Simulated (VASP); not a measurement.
# GaP (R-3m) in VASP: settings compared

Aim: see how the results for GaP move with the level of theory and the settings. Levels: r2SCAN, PBEsol. Tasks: single point.

All numbers are computed with VASP 6.6.1; they aren't measurements. Logs are shortened: lines on timing, memory, paths and dates and some standing lists are left out, and cuts for length are marked.

**1. The cell of the first run**

It takes space group R-3m (No. 166, trigonal). The conventional cell has a = 3.962 Å, b = 3.962 Å, c = 19.671 Å, α = 90.00°, β = 90.00°, γ = 120.00°. Within 3.2 Å of Ga (site symmetry 3m) lie 3 P at 2.45 Å and 1 Ga at 2.54 Å. P (site symmetry 3m) has 1 P at 2.26 Å and 3 Ga at 2.45 Å within 3.0 Å.

**2. Single point, r2SCAN**

Contents of POSCAR:

```
GaP
1.0
    1.9811231871      1.1438020054      6.5569364368
   -1.9811231871      1.1438020054      6.5569364368
    0.0000000000     -2.2876040107      6.5569364368
Ga P
2 2
Direct
    0.5646280000      0.5646280000      0.5646280000
    0.4353720000      0.4353720000      0.4353720000
    0.9426110000      0.9426110000      0.9426110000
    0.0573890000      0.0573890000      0.0573890000
```

Contents of INCAR.step1:

```
SYSTEM = GaP
PREC = Accurate
ENCUT = 520
ISMEAR = -1
SIGMA = 0.05
LREAL = .FALSE.
LASPH = .TRUE.
NELM = 80
NBANDS = 26
GGA = PE
ALGO = Normal
EDIFF = 1E-4
LWAVE = .TRUE.
LCHARG = .FALSE.
```

Contents of INCAR.step2:

```
SYSTEM = GaP
PREC = Accurate
ENCUT = 520
EDIFF = 1E-7
ISMEAR = -1
SIGMA = 0.05
LREAL = .FALSE.
LASPH = .TRUE.
NELM = 80
ALGO = Normal
ISIF = 2
LWAVE = .FALSE.
LCHARG = .FALSE.
METAGGA = R2SCAN
LMIXTAU = .TRUE.
NBANDS = 26
ISTART = 1
```

Contents of KPOINTS:

```
Automatic mesh
0
G
  8 8 8
  0 0 0
```

Potentials or basis: VASP PAW PBE potentials, release 64 (Ga_d, P).

On the command line:

```console
$ cat potpaw_PBE.64/Ga_d/POTCAR potpaw_PBE.64/P/POTCAR > POTCAR
$ cp INCAR.step1 INCAR
$ mpirun -np 1 vasp_std > vasp.out
$ cp INCAR.step2 INCAR
$ mpirun -np 1 vasp_std > vasp.out
```

OUTCAR:

```text
SYSTEM = GaP
   PREC = Accurate
   ENCUT = 520
   EDIFF = 1E-7
   ISMEAR = -1
   LREAL = .FALSE.
   LASPH = .TRUE.
   NELM = 80
   ISIF = 2
   METAGGA = R2SCAN
   ISTART = 1

 ion  position               nearest neighbor table
   1  0.565  0.565  0.565-   3 2.45   3 2.45   3 2.45   2 2.54
   2  0.435  0.435  0.435-   4 2.45   4 2.45   4 2.45   1 2.54
   3  0.943  0.943  0.943-   4 2.26   1 2.45   1 2.45   1 2.45
   4  0.057  0.057  0.057-   3 2.26   2 2.45   2 2.45   2 2.45

  LATTYP: Found a trigonal (rhomboedric) cell.
 ALAT       =     6.9445336450
 COS(alpha) =     0.8372328403

  Lattice vectors:

 A1 = (   1.9811231871,   1.1438020054,   6.5569364368)
 A2 = (  -1.9811231871,   1.1438020054,   6.5569364368)
 A3 = (   0.0000000000,  -2.2876040107,   6.5569364368)

Analysis of symmetry for initial positions (statically):
=====================================================================
 Subroutine PRICEL returns:
 Original cell was already a primitive cell.

 Routine SETGRP: Setting up the symmetry group for a
 trigonal (rhombohedral) supercell.

 Subroutine GETGRP returns: Found 12 space group operations
 (whereof 12 operations were pure point group operations)
 out of a pool of 12 trial point group operations.

The static configuration has the point symmetry D_3d.

Analysis of symmetry for dynamics (positions and initial velocities):
=====================================================================
 Subroutine PRICEL returns:
 Original cell was already a primitive cell.

 Routine SETGRP: Setting up the symmetry group for a
 trigonal (rhombohedral) supercell.

 Subroutine GETGRP returns: Found 12 space group operations
 (whereof 12 operations were pure point group operations)
 out of a pool of 12 trial point group operations.

The dynamic configuration has the point symmetry D_3d.

 Subroutine INISYM returns: Found 12 space group operations
 (whereof 12 operations are pure point group operations),
 and found     1 'primitive' translations

----------------------------------------------------------------------------------------

                                     Primitive cell

  volume of cell :      89.1486

  direct lattice vectors                    reciprocal lattice vectors
     1.981123187  1.143802005  6.556936437     0.252382085  0.145712865  0.050836749
    -1.981123187  1.143802005  6.556936437    -0.252382085  0.145712865  0.050836749
     0.000000000 -2.287604011  6.556936437     0.000000000 -0.291425729  0.050836749

  length of vectors
     6.944533645  6.944533645  6.944533645     0.295826521  0.295826521  0.295826521

  position of ions in fractional coordinates (direct lattice)
     0.564628000  0.564628000  0.564628000
     0.435372000  0.435372000  0.435372000
     0.942611000  0.942611000  0.942611000
     0.057389000  0.057389000  0.057389000

  ion indices of the primitive-cell ions
   primitive index   ion index
                 1           1
                 2           2
                 3           3
                 4           4

----------------------------------------------------------------------------------------

 KPOINTS: Automatic mesh

Automatic generation of k-mesh.
 Grid dimensions read from file:
 generate k-points for:    8    8    8

 Generating k-lattice:

  Cartesian coordinates                     Fractional coordinates (reciprocal lattice)
     0.031547761  0.018214108  0.006354594     0.125000000 -0.000000000 -0.000000000
    -0.031547761  0.018214108  0.006354594    -0.000000000  0.125000000 -0.000000000
     0.000000000 -0.036428216  0.006354594    -0.000000000 -0.000000000  0.125000000

  Length of vectors
     0.036978315  0.036978315  0.036978315

  Shift w.r.t. Gamma in fractional coordinates (k-lattice)
     0.000000000  0.000000000  0.000000000

 Subroutine IBZKPT returns following result:
 ===========================================

 Found     65 irreducible k-points:

 Following reciprocal coordinates:
            Coordinates               Weight
  0.000000  0.000000  0.000000      1.000000
  0.125000  0.000000  0.000000      6.000000
  0.250000  0.000000  0.000000      6.000000
  0.375000  0.000000  0.000000      6.000000
  0.500000  0.000000  0.000000      3.000000
  0.125000  0.125000  0.000000      6.000000
[... 16 lines left out ...]
  0.250000  0.125000  0.125000      6.000000
  0.375000  0.125000  0.125000      6.000000
 [... further k-points ...]
   k-points           NKPTS =     65   k-points in BZ     NKDIM =     65   number of bands    NBANDS=     26
   number of dos      NEDOS =    301   number of ions     NIONS =      4
   total plane-waves  NPLWV = 157464
   dimension x,y,z NGX =    54 NGY =   54 NGZ =   54
   dimension x,y,z NGXF=   108 NGYF=  108 NGZF=  108
   ions per type =               2   2
   NGX,Y,Z   is equivalent  to a cutoff of  12.93, 12.93, 12.93 a.u.
   NGXF,Y,Z  is equivalent  to a cutoff of  25.85, 25.85, 25.85 a.u.
 SYSTEM =  GaP
   PREC   = accura    normal or accurate (medium, high low for compatibility)
   ISTART =      1    job   : 0-new  1-cont  2-samecut
   ICHARG =      0    charge: 1-file 2-atom 10-const
   ISPIN  =      1    spin polarized calculation?
   LNONCOLLINEAR =      F non collinear calculations
   LSORBIT =      F    spin-orbit coupling
   LASPH  =      T    aspherical Exc in radial PAW
   ENCUT  =  520.0 eV  38.22 Ry    6.18 a.u.  12.91 12.91 12.91*2*pi/ulx,y,z
   NELM   =     80;   NELMIN=  2; NELMDL=  0     # of ELM steps
   EDIFF  = 0.1E-06   stopping-criterion for ELM
   LREAL  =      F    real-space projection
   EDIFFG = 0.1E-05   stopping-criterion for IOM
   NSW    =      0    number of steps for IOM
   IBRION =     -1    ionic relax: 0-MD 1-quasi-New 2-CG
   NFREE  =      0    steps in history (QN), initial steepest desc. (CG)
   ISIF   =      2    stress and relaxation
   ISYM   =      2    0-nonsym 1-usesym 2-fastsym
   POTIM  = 0.5000    time-step for ionic-motion
   TEBEG  =    0.0;   TEEND  =   0.0 temperature during run
   PSTRESS=    0.0 pullay stress
   NELECT =      36.0000    total number of electrons
   NUPDOWN=      -1.0000    fix difference up-down
   EMIN   =  10.00;   EMAX   =-10.00  energy-range for DOS
   EFERMI =   0.00;   METHOD = LEGACY
   ISMEAR =    -1;   SIGMA  =   0.05  broadening in eV -4-tet -1-fermi 0-gaus
   EFERMI_NEDOS =   21; number of points for ismear=-14 and -15
   IALGO  =     38    algorithm
   IMIX   =      4    mixing-type and parameters
     AMIX     =   0.40;   BMIX     =  1.00
     AMIX_MAG =   1.60;   BMIX_MAG =  1.00
  volume/ion in A,a.u.               =      22.29       150.40
  Fermi-wavevector in a.u.,A,eV,Ry     =   1.210052  2.286667 19.922012  1.464227
  Thomas-Fermi vector in A             =   2.345611
   LORBIT       =      0    0 simple, 1 ext, 2 COOP (PROOUT), +10 PAW based schemes
   METAGGA = R2SCAN    functional components
   LHFCALC =     F    Hartree Fock is set to
   AEXX    =    0.0000 exact exchange contribution
   IVDW    =     0    specifies the selected vdW correction
   LEPSILON=     F    determine dielectric tensor
   LRPA    =     F    only Hartree local field effects (RPA)
 non-spin polarized calculation
  energy-cutoff  :      520.00
  volume of cell :       89.15
 maximum number of plane-waves:      2437
 NGX is ok and might be reduce to    54
   NGX = 25   NGY = 25   NGZ = 25

 number of electron      36.0000000 magnetization

 Free energy of the ion-electron system (eV)
  ---------------------------------------------------
  ext. energy  EPLUGINS =         0.00000000
  ---------------------------------------------------
  free energy    TOTEN  =       -42.16947079 eV

  energy without entropy =      -42.16947025  energy(sigma->0) =      -42.16947052

 E-fermi :   4.4074     XC(G=0): -10.0905

 val. band max:        3.8778665000   @ k =   0.0000   0.0000   0.0000
 cond. band min:       4.9176843414   @ k =   0.5000   0.5000   0.0000
 fundamental gap:      1.0398178414
 Fermi energy:         4.4074194970

 k-point     1 :       0.0000    0.0000    0.0000
  band No.  band energies     occupation
      1     -11.2237      2.00000
      2     -11.1137      2.00000
      3     -11.1137      2.00000
      4     -11.1011      2.00000
      5     -11.1011      2.00000
      6     -11.0502      2.00000
[... 18 lines left out ...]
     25       8.6349      0.00000
     26      12.3373      0.00000

 k-point     2 :       0.1250    0.0000    0.0000
  band No.  band energies     occupation
      1     -11.2212      2.00000
      2     -11.1293      2.00000
      3     -11.1118      2.00000
      4     -11.1091      2.00000
      5     -11.0955      2.00000
      6     -11.0524      2.00000
[... 18 lines left out ...]
     25       9.1437      0.00000
     26      12.3438      0.00000

 k-point     3 :       0.2500    0.0000    0.0000
  band No.  band energies     occupation
      1     -11.2162      2.00000
      2     -11.1627      2.00000
      3     -11.1252      2.00000
      4     -11.1084      2.00000
      5     -11.0821      2.00000
      6     -11.0580      2.00000
[... 18 lines left out ...]
     25      10.3507      0.00000
     26      11.3740      0.00000

 k-point     4 :       0.3750    0.0000    0.0000
  band No.  band energies     occupation
      1     -11.2136      2.00000
      2     -11.1910      2.00000
      3     -11.1375      2.00000
      4     -11.1062      2.00000
      5     -11.0688      2.00000
      6     -11.0641      2.00000
[... 18 lines left out ...]
     25      11.0199      0.00000
     26      11.1946      0.00000
[... 496 lines left out ...]
      1     -11.2234      2.00000
      2     -11.1134      2.00000
      3     -11.1134      2.00000
      4     -11.1014      2.00000
      5     -11.1014      2.00000
      6     -11.0504      2.00000
[... 18 lines left out ...]
     25       8.7044      0.00000
     26      12.3930      0.00000

 k-point    23 :       0.2500    0.1250    0.1250
  band No.  band energies     occupation
      1     -11.2206      2.00000
      2     -11.1296      2.00000
      3     -11.1109      2.00000
      4     -11.1091      2.00000
      5     -11.0962      2.00000
      6     -11.0527      2.00000
[... 18 lines left out ...]
     25       9.0782      0.00000
     26      11.9535      0.00000

 k-point    24 :       0.3750    0.1250    0.1250
  band No.  band energies     occupation
      1     -11.2144      2.00000
      2     -11.1647      2.00000
      3     -11.1242      2.00000
      4     -11.1075      2.00000
      5     -11.0828      2.00000
      6     -11.0585      2.00000
[... 18 lines left out ...]
     25      10.0241      0.00000
     26      11.1584      0.00000

 [... further k-points ...]

------------------------ aborting loop because EDIFF is reached ----------------------------------------

  FORCE on cell =-STRESS in cart. coord.  units (eV):
  Direction    XX          YY          ZZ          XY          YZ          ZX
  --------------------------------------------------------------------------------------
  -------------------------------------------------------------------------------------
  Total       -3.2405992     -3.2405992     -3.6188024      0.0000000     -0.0000000      0.0000000
  in kB      -58.2399974    -58.2399974    -65.0370581      0.0000000     -0.0000000      0.0000000
  external PRESSURE =     -60.5056843 kB  Pullay stress =       0.0000000 kB

 VOLUME and BASIS-vectors are now :
 -----------------------------------------------------------------------------
  energy-cutoff  :      520.00
  volume of cell :       89.15
      direct lattice vectors                 reciprocal lattice vectors
     1.981123187  1.143802005  6.556936437     0.252382085  0.145712865  0.050836749
    -1.981123187  1.143802005  6.556936437    -0.252382085  0.145712865  0.050836749
     0.000000000 -2.287604011  6.556936437     0.000000000 -0.291425729  0.050836749

 POSITION                                       TOTAL-FORCE (eV/Angst)
 -----------------------------------------------------------------------------------
      0.00000      0.00000     11.10669         0.000000     -0.000000     -0.001685
      0.00000      0.00000      8.56412         0.000000      0.000000      0.001685
      0.00000      0.00000     18.54192         0.000000      0.000000      0.134427
      0.00000      0.00000      1.12889         0.000000     -0.000000     -0.134427
 -----------------------------------------------------------------------------------
    total drift:                                0.000000      0.000000      0.000000

  FREE ENERGIE OF THE ION-ELECTRON SYSTEM (eV)
  ---------------------------------------------------
  free  energy   TOTEN  =       -42.1694707900 eV

  energy  without entropy=      -42.1694702459  energy(sigma->0) =      -42.16947052
```

It took 64 min on 1 thread of AMD EPYC 7R13, shared host; peak memory 0.47 GiB.

Results:

| Property | Result |
| --- | --- |
| Free energy | -42.1695 eV |
| Pressure | -6.1 GPa |
| Largest force | 0.134 eV/Å |
| Band gap on the k mesh | 1.04 eV, indirect (least direct gap 1.32 eV) |

Forces in eV/Å, atoms in the order of the input:
```
Ga   0.000  0.000 -0.002
Ga   0.000  0.000  0.002
P    0.000  0.000  0.134
P    0.000  0.000 -0.134
```

Caveat: the PAW data sets were made with another functional, which shifts forces and pressure a little. A k mesh can miss the band edges.

[end of part 1 of 2]
